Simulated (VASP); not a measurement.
Wanted: the native input for a VASP 6.6.1 run.

* Task: electric field gradients
* Functional: PBE
* Potentials or basis: VASP PAW PBE potentials, release 64 (K_sv, Ta_pv, O)
* Cutoff: 520 eV
* k mesh: 5 × 5 × 5
* Occupations: fermi-dirac, width 0.01 eV
* Spin: no spin polarisation
* Dipole correction: no
* Further INCAR settings: ALGO = Normal; EDIFF = 1e-08; NBANDS = 27

The structure of KTaO3 lies in POSCAR:

```
KTaO3
1.0
    3.8686510000      0.0000000000      0.0000000000
    0.0000000000      3.8686510000      0.0000000000
    0.0000000000      0.0000000000      3.9883000000
K Ta O
1 1 3
Direct
    0.5000000000      0.5000000000      0.5000000000
    0.0000000000      0.0000000000      0.0000000000
    0.5000000000      0.0000000000      0.0000000000
    0.0000000000      0.5000000000      0.0000000000
    0.0000000000      0.0000000000      0.5000000000
```

This cell differs from its parent crystal: equal xx and yy strain of -3 %.

The input as run:

INCAR

```
PREC     = Accurate       # precision mode
ENCUT    = 520            # plane-wave cutoff, eV
EDIFF    = 1E-8           # SCF threshold, eV
ISMEAR   = -1             # smearing method
SIGMA    = 0.01           # smearing width, eV
LREAL    = F              # projectors in reciprocal space
LASPH    = T              # aspherical terms in the spheres
NELM     = 80             # most SCF steps
ALGO     = Normal         # electronic algorithm
ISIF     = 2              # what is computed and relaxed
LWAVE    = F              # write WAVECAR
LCHARG   = F              # write CHGCAR
GGA      = PE             # functional
LEFG     = T            
NBANDS   = 27             # bands
```

KPOINTS

```
regular mesh
0
Gamma
  5 5 5
```

Potentials or basis: VASP PAW PBE potentials, release 64 (K_sv, Ta_pv, O).

Launch:

```bash
$ cat potpaw_PBE.64/K_sv/POTCAR potpaw_PBE.64/Ta_pv/POTCAR potpaw_PBE.64/O/POTCAR > POTCAR
$ mpirun -np 1 vasp_std > vasp.out
```

Results of the run:

| Quantity | Value |
| --- | --- |
| Pressure | 21.5 GPa |
| Band gap on the k mesh | 2.40 eV, indirect (least direct gap 2.84 eV) |

Caveat: the cell differs from its parent crystal (equal xx and yy strain of -3 %); without QUAD_EFG the Cq values of the log hold for a quadrupole moment of 1 mb, not for the nuclei; spin-orbit coupling is left out, which moves the levels of the heavy elements.

Run time: 69 s on 1 thread of AMD EPYC 7R13, on a shared host, peak memory 0.18 GiB.
